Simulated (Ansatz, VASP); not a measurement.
## Zn2SnO3 in VASP and in Ansatz

```xyz
12
Lattice="5.5337 0.0000 0.0000 -2.7669 4.7923 0.0000 0.0000 0.0000 6.2865" Properties=species:S:1:pos:R:3 pbc="T T T"
Zn    0.0000    0.0000    3.1432
Zn    2.7669    1.5974    1.6829
Zn    0.0000    3.1949    4.6036
Zn    0.0000    0.0000    0.0000
Sn    0.0000    3.1949    1.0032
Sn    2.7669    1.5974    5.2832
O    -0.7991    1.4155    1.7637
O     1.9405    3.3926    1.7637
O    -1.1414    4.7766    1.7637
O     3.9083    0.0158    4.5227
O     3.5659    3.3768    4.5227
O     0.8264    1.3998    4.5227
```

Alike in both runs: functional PBE; k mesh 6 × 6 × 6; occupations gaussian, width 0.02 eV; no spin polarisation.

Ansatz relaxed the structure, and its values are those at the end. VASP's run is a single point on that final structure, the one shown.

|  | VASP | Ansatz |
| --- | --- | --- |
| version | VASP 6.6.1 | Ansatz 0.2.0 |
| potentials or method | VASP PAW PBE potentials, release 64 (Zn, Sn_d, O), cutoff 520 eV | scalar-relativistic, plane waves, PAW |
| valence electrons in the cell | 112 | 112 |

VASP gave:

| Item | Value |
| --- | --- |
| gap on the k mesh at the Fermi level (eV) | 0.79 |
| least direct gap on the mesh (eV) | 1.02 |
| pressure (GPa) | 0.5 |
| rms of the force components (eV/Å) | 0.024 |

**Question.** Estimate Ansatz's values.

**Answer.** gap on the k mesh at the Fermi level (eV): 0.80; least direct gap on the mesh (eV): 1.03; pressure (GPa): 0.0; rms of the force components (eV/Å): 0.001.

With one functional, cell and mesh, what is left measures potentials, basis and numerics.
